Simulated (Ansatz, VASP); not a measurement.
One calculation of B, two programs

INCAR

```
PREC = Accurate
ENCUT = 520
EDIFF = 1E-6
ISMEAR = 0
SIGMA = 0.005
LREAL = F
LASPH = T
NELM = 150
ALGO = Normal
ISIF = 2
LWAVE = F
LCHARG = T
ISPIN = 2
MAGMOM = 1
LORBIT = 11
GGA = PE
LELF = T
LVHAR = T
NBANDS = 12
ISYM = 0
```

File KPOINTS:

```
regular mesh
0
Gamma
  1 1 1
```

POSCAR

```
B
1.0
   15.0000000000      0.0000000000      0.0000000000
    0.0000000000     15.5000000000      0.0000000000
    0.0000000000      0.0000000000     16.0000000000
B
1
Direct
    0.5000000000      0.5000000000      0.5000000000
```

Input for Ansatz:

```yaml
crystal:
  lattice:
    - [15.0, 0.0, 0.0]
    - [0.0, 15.5, 0.0]
    - [0.0, 0.0, 16.0]
  atoms:
    - { symbol: B, position: [0.5, 0.5, 0.5], spin: 1.0 }
  symmetry: { detect: false }
basis:
  ecutwfc: 420
kpoints:
  mp_grid: { grid: [1, 1, 1] }
hamiltonian:
  xc: pbe
scf:
  occupations: { method: gaussian, width: 0.005 }
output:
  forces: true
  eigenvalues: true
  populations: true
magnetization:
  spin_polarized: true
```

Alike in both runs: task single point; functional PBE; k mesh 1 × 1 × 1; occupations gaussian, width 0.005 eV; collinear spin.

|  | VASP | Ansatz |
| --- | --- | --- |
| version | VASP 6.6.1 | Ansatz 0.2.0 |
| potentials or method | VASP PAW PBE potentials, release 64 (B), cutoff 520 eV | scalar-relativistic, plane waves, PAW |
| valence electrons in the cell | 3 | 3 |

VASP gave:

```
gap on the k mesh at the Fermi level (eV)                     : 0.41
net moment per atom (μB)                                      : 1.00
size of the moment on the site where the two differ most (μB) : 0.42
```

Q: Estimate Ansatz's values.

A: gap on the k mesh at the Fermi level (eV): 0.55; net moment per atom (μB): 1.00; size of the moment on the site where the two differ most (μB): 1.00.

Site moments also hang on the region over which each program counts them.
